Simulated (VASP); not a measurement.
# LiCaF3 in VASP: a series of runs, part 2 of 2

VASP 6.6.1. Earlier steps stand in the parts before.

### Step 4. Single point, PBE

This run uses another cell than the first one, of 10.64 Å³/atom.

The input, INCAR:

```
PREC = Accurate
ENCUT = 520
EDIFF = 1E-7
ISMEAR = -1
SIGMA = 0.05
LREAL = False
LASPH = True
NELM = 60
ALGO = Normal
ISIF = 2
LWAVE = False
LCHARG = True
GGA = PE
LELF = True
LVHAR = True
NBANDS = 25
```

The input, KPOINTS:

```
Automatic mesh
0
Gamma
  7 7 7
```

The input, POSCAR:

```
LiCaF3
1.0
    3.7612440000      0.0000000000      0.0000000000
    0.0000000000      3.7612440000      0.0000000000
    0.0000000000      0.0000000000      3.7612440000
Ca F Li
1 3 1
Direct
    0.0000000000      0.0000000000      0.0000000000
    0.5000000000      0.0000000000      0.5000000000
    0.5000000000      0.5000000000      0.0000000000
    0.0000000000      0.5000000000      0.5000000000
    0.5000000000      0.5000000000      0.5000000000
```

Potentials or basis: VASP PAW PBE potentials, release 64 (Ca_sv, F, Li_sv).

On the command line:

```bash
> cat potpaw_PBE.64/Ca_sv/POTCAR potpaw_PBE.64/F/POTCAR potpaw_PBE.64/Li_sv/POTCAR > POTCAR
> mpirun -np 1 vasp_std > vasp.out
```

OUTCAR:

```text
PREC = Accurate
   ENCUT = 520
   EDIFF = 1E-7
   ISMEAR = -1
   LREAL = False
   LASPH = True
   NELM = 60
   ISIF = 2
   GGA = PE

 ion  position               nearest neighbor table
   1  0.000  0.000  0.000-
   2  0.500  0.000  0.500-   5 1.88   5 1.88
   3  0.500  0.500  0.000-   5 1.88   5 1.88
   4  0.000  0.500  0.500-   5 1.88   5 1.88
   5  0.500  0.500  0.500-   2 1.88   3 1.88   4 1.88   3 1.88   2 1.88   4 1.88

  LATTYP: Found a simple cubic cell.
 ALAT       =     3.7612440000

  Lattice vectors:

 A1 = (   3.7612440000,   0.0000000000,   0.0000000000)
 A2 = (   0.0000000000,   3.7612440000,   0.0000000000)
 A3 = (   0.0000000000,   0.0000000000,   3.7612440000)

Analysis of symmetry for initial positions (statically):
=====================================================================
 Subroutine PRICEL returns:
 Original cell was already a primitive cell.

 Routine SETGRP: Setting up the symmetry group for a
 simple cubic supercell.

 Subroutine GETGRP returns: Found 48 space group operations
 (whereof 48 operations were pure point group operations)
 out of a pool of 48 trial point group operations.

The static configuration has the point symmetry O_h .

Analysis of symmetry for dynamics (positions and initial velocities):
=====================================================================
 Subroutine PRICEL returns:
 Original cell was already a primitive cell.

 Routine SETGRP: Setting up the symmetry group for a
 simple cubic supercell.

 Subroutine GETGRP returns: Found 48 space group operations
 (whereof 48 operations were pure point group operations)
 out of a pool of 48 trial point group operations.

The dynamic configuration has the point symmetry O_h .

 Subroutine INISYM returns: Found 48 space group operations
 (whereof 48 operations are pure point group operations),
 and found     1 'primitive' translations

----------------------------------------------------------------------------------------

                                     Primitive cell

  volume of cell :      53.2102

  direct lattice vectors                    reciprocal lattice vectors
     3.761244000  0.000000000  0.000000000     0.265869484  0.000000000  0.000000000
     0.000000000  3.761244000  0.000000000     0.000000000  0.265869484  0.000000000
     0.000000000  0.000000000  3.761244000     0.000000000  0.000000000  0.265869484

  length of vectors
     3.761244000  3.761244000  3.761244000     0.265869484  0.265869484  0.265869484

  position of ions in fractional coordinates (direct lattice)
     0.000000000  0.000000000  0.000000000
     0.500000000  0.000000000  0.500000000
     0.500000000  0.500000000  0.000000000
     0.000000000  0.500000000  0.500000000
     0.500000000  0.500000000  0.500000000

  ion indices of the primitive-cell ions
   primitive index   ion index
                 1           1
                 2           2
                 3           3
                 4           4
                 5           5

----------------------------------------------------------------------------------------

 KPOINTS: Automatic mesh

Automatic generation of k-mesh.
 Grid dimensions read from file:
 generate k-points for:    7    7    7

 Generating k-lattice:

  Cartesian coordinates                     Fractional coordinates (reciprocal lattice)
     0.037981355  0.000000000  0.000000000     0.142857143  0.000000000  0.000000000
     0.000000000  0.037981355  0.000000000     0.000000000  0.142857143  0.000000000
     0.000000000  0.000000000  0.037981355     0.000000000  0.000000000  0.142857143

  Length of vectors
     0.037981355  0.037981355  0.037981355

  Shift w.r.t. Gamma in fractional coordinates (k-lattice)
     0.000000000  0.000000000  0.000000000

 Subroutine IBZKPT returns following result:
 ===========================================

 Found     20 irreducible k-points:

 Following reciprocal coordinates:
            Coordinates               Weight
  0.000000  0.000000  0.000000      1.000000
  0.142857  0.000000  0.000000      6.000000
  0.285714  0.000000  0.000000      6.000000
  0.428571  0.000000  0.000000      6.000000
  0.142857  0.142857  0.000000     12.000000
  0.285714  0.142857  0.000000     24.000000
[... 12 lines left out ...]
  0.428571  0.428571  0.285714     24.000000
  0.428571  0.428571  0.428571      8.000000
   k-points           NKPTS =     20   k-points in BZ     NKDIM =     20   number of bands    NBANDS=     25
   number of dos      NEDOS =    301   number of ions     NIONS =      5
   total plane-waves  NPLWV =  21952
   dimension x,y,z NGX =    28 NGY =   28 NGZ =   28
   dimension x,y,z NGXF=    56 NGYF=   56 NGZF=   56
   ions per type =               1   3   1
   NGX,Y,Z   is equivalent  to a cutoff of  12.38, 12.38, 12.38 a.u.
   NGXF,Y,Z  is equivalent  to a cutoff of  24.75, 24.75, 24.75 a.u.
 SYSTEM =  unknown system
   PREC   = accura    normal or accurate (medium, high low for compatibility)
   ISTART =      0    job   : 0-new  1-cont  2-samecut
   ICHARG =      2    charge: 1-file 2-atom 10-const
   ISPIN  =      1    spin polarized calculation?
   LNONCOLLINEAR =      F non collinear calculations
   LSORBIT =      F    spin-orbit coupling
   LASPH  =      T    aspherical Exc in radial PAW
   ENCUT  =  520.0 eV  38.22 Ry    6.18 a.u.   6.99  6.99  6.99*2*pi/ulx,y,z
   NELM   =     60;   NELMIN=  2; NELMDL= -5     # of ELM steps
   EDIFF  = 0.1E-06   stopping-criterion for ELM
   LREAL  =      F    real-space projection
   EDIFFG = 0.1E-05   stopping-criterion for IOM
   NSW    =      0    number of steps for IOM
   IBRION =     -1    ionic relax: 0-MD 1-quasi-New 2-CG
   NFREE  =      0    steps in history (QN), initial steepest desc. (CG)
   ISIF   =      2    stress and relaxation
   ISYM   =      2    0-nonsym 1-usesym 2-fastsym
   POTIM  = 0.5000    time-step for ionic-motion
   TEBEG  =    0.0;   TEEND  =   0.0 temperature during run
   PSTRESS=    0.0 pullay stress
   NELECT =      34.0000    total number of electrons
   NUPDOWN=      -1.0000    fix difference up-down
   EMIN   =  10.00;   EMAX   =-10.00  energy-range for DOS
   EFERMI =   0.00;   METHOD = LEGACY
   ISMEAR =    -1;   SIGMA  =   0.05  broadening in eV -4-tet -1-fermi 0-gaus
   EFERMI_NEDOS =   21; number of points for ismear=-14 and -15
   IALGO  =     38    algorithm
   IMIX   =      4    mixing-type and parameters
     AMIX     =   0.40;   BMIX     =  1.00
     AMIX_MAG =   1.60;   BMIX_MAG =  1.00
  volume/ion in A,a.u.               =      10.64        71.82
  Fermi-wavevector in a.u.,A,eV,Ry     =   1.410056  2.664619 27.051883  1.988257
  Thomas-Fermi vector in A             =   2.532049
   LORBIT       =      0    0 simple, 1 ext, 2 COOP (PROOUT), +10 PAW based schemes
   GGA     = PE    functional components
   LHFCALC =     F    Hartree Fock is set to
   AEXX    =    0.0000 exact exchange contribution
   IVDW    =     0    specifies the selected vdW correction
   LEPSILON=     F    determine dielectric tensor
   LRPA    =     F    only Hartree local field effects (RPA)
 non-spin polarized calculation
  energy-cutoff  :      520.00
  volume of cell :       53.21
 maximum number of plane-waves:      1442
 NGX is ok and might be reduce to    28
   NGX = 13   NGY = 13   NGZ = 13

 number of electron      33.9999946 magnetization

 Free energy of the ion-electron system (eV)
  ---------------------------------------------------
  ext. energy  EPLUGINS =         0.00000000
  ---------------------------------------------------
  free energy    TOTEN  =       -26.08840753 eV

  energy without entropy =      -26.08840753  energy(sigma->0) =      -26.08840753

 E-fermi :   1.2344     XC(G=0): -10.2721

 val. band max:        0.0376255437   @ k =   0.4286   0.4286   0.4286
 cond. band min:       6.5616559395   @ k =   0.0000   0.0000   0.0000
 fundamental gap:      6.5240303959
 Fermi energy:         1.2344063139

 k-point     1 :       0.0000    0.0000    0.0000
  band No.  band energies     occupation
      1     -40.1201      2.00000
      2     -37.7080      2.00000
      3     -20.2115      2.00000
      4     -19.2844      2.00000
      5     -19.2844      2.00000
      6     -18.6238      2.00000
[... 549 lines left out ...]
     24      14.3493      0.00000
     25      14.6911      0.00000

------------------------ aborting loop because EDIFF is reached ----------------------------------------

  FORCE on cell =-STRESS in cart. coord.  units (eV):
  Direction    XX          YY          ZZ          XY          YZ          ZX
  --------------------------------------------------------------------------------------
  -------------------------------------------------------------------------------------
  Total       -0.0333041     -0.0333041     -0.0333041      0.0000000     -0.0000000      0.0000000
  in kB       -1.0027980     -1.0027980     -1.0027980      0.0000000     -0.0000000      0.0000000
  external PRESSURE =      -1.0027980 kB  Pullay stress =       0.0000000 kB

 VOLUME and BASIS-vectors are now :
 -----------------------------------------------------------------------------
  energy-cutoff  :      520.00
  volume of cell :       53.21
      direct lattice vectors                 reciprocal lattice vectors
     3.761244000  0.000000000  0.000000000     0.265869484  0.000000000  0.000000000
     0.000000000  3.761244000  0.000000000     0.000000000  0.265869484  0.000000000
     0.000000000  0.000000000  3.761244000     0.000000000  0.000000000  0.265869484

 POSITION                                       TOTAL-FORCE (eV/Angst)
 -----------------------------------------------------------------------------------
      0.00000      0.00000      0.00000         0.000000      0.000000      0.000000
      1.88062      0.00000      1.88062         0.000000      0.000000      0.000000
      1.88062      1.88062      0.00000         0.000000      0.000000      0.000000
      0.00000      1.88062      1.88062         0.000000      0.000000      0.000000
      1.88062      1.88062      1.88062         0.000000      0.000000      0.000000
 -----------------------------------------------------------------------------------
    total drift:                                0.000000      0.000000      0.000000

  FREE ENERGIE OF THE ION-ELECTRON SYSTEM (eV)
  ---------------------------------------------------
  free  energy   TOTEN  =       -26.0884075261 eV

  energy  without entropy=      -26.0884075261  energy(sigma->0) =      -26.08840753
```

Wall time 36 s (1 thread of Intel Xeon 8259CL, shared host); peak memory 0.17 GiB.

What came out:

- Free energy: -26.0884 eV
- Band gap on the k mesh: 6.52 eV (least direct gap 6.59 eV)

Caveat: the cutoff is under 1.25 times the usual one of these potentials, so pressure, stress and relaxed cells hold a basis-set (Pulay) error; an odd mesh through Γ misses points on the zone boundary, where band edges can lie.

### Step 5. Summary

| cell | k mesh | gap on the mesh (eV) |
| --- | --- | --- |
| a = 3.836, b = 3.836, c = 3.761 Å, 5 atoms | 6 × 6 × 6 | 6.25 |
| a = 3.912, b = 3.912, c = 3.761 Å, 5 atoms | 6 × 6 × 6 | 5.99 |
| a = 3.761 Å, 5 atoms | 7 × 7 × 7 | 6.52 |

Alike in all rows: task single point; level PBE; potentials or basis VASP PAW PBE potentials, release 64 (Ca_sv, F, Li_sv); no spin polarisation; cutoff (eV) 520; smearing fermi-dirac 0.05 eV.

Caveats: the cutoff is under 1.25 times the usual one of these potentials, so pressure, stress and relaxed cells hold a basis-set (Pulay) error; an odd mesh through Γ misses points on the zone boundary, where band edges can lie (at least some runs).

Absolute energies hang on the potentials; compare differences alone.
